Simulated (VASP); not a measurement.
A run of VASP 6.6.1:

INCAR

```
PREC     = Accurate       # precision mode
ENCUT    = 600            # plane-wave cutoff, eV
EDIFF    = 1E-6           # SCF threshold, eV
ISMEAR   = -1             # smearing method
SIGMA    = 0.05           # smearing width, eV
LREAL    = False          # projectors in reciprocal space
LASPH    = True           # aspherical terms in the spheres
NELM     = 150            # most SCF steps
ALGO     = Normal         # electronic algorithm
ISIF     = 3              # what is computed and relaxed
LWAVE    = False          # write WAVECAR
LCHARG   = False          # write CHGCAR
LNONCOLLINEAR= True           # non-collinear magnetism
MAGMOM   = 0 0 0 0 0 0    # initial moments
LORBIT   = 11             # projections on sites
LSORBIT  = True           # spin-orbit coupling
GGA_COMPAT= False        
LORBMOM  = True         
GGA      = PE             # functional
IBRION   = 2              # ionic algorithm
NSW      = 80             # ionic steps
EDIFFG   = -0.02          # ionic threshold
```

Contents of KPOINTS:

```
Automatic mesh
0
Gamma
  5 5 5
```

POSCAR

```
Sn
1.0
    0.0000000000      3.2333428000      3.2333428000
    3.2333428000      0.0000000000      3.2333428000
    3.2333428000      3.2333428000      0.0000000000
Sn
2
Direct
    0.7500000000      0.7500000000      0.7500000000
    0.5000000000      0.5000000000      0.5000000000
```

Potentials or basis: VASP PAW PBE potentials, release 64 (Sn_d).

The run is started by

```sh
$ cat potpaw_PBE.64/Sn_d/POTCAR > POTCAR
$ mpirun -np 1 vasp_ncl > vasp.out
```

Hardware: 1 thread of AMD EPYC 7R13 (shared host).

Estimate the wall time of this run.

It took 12 min on 1 thread of AMD EPYC 7R13 (shared host), peak memory 0.45 GiB. Counts: scf iterations 33, k points 10, ion steps 3.
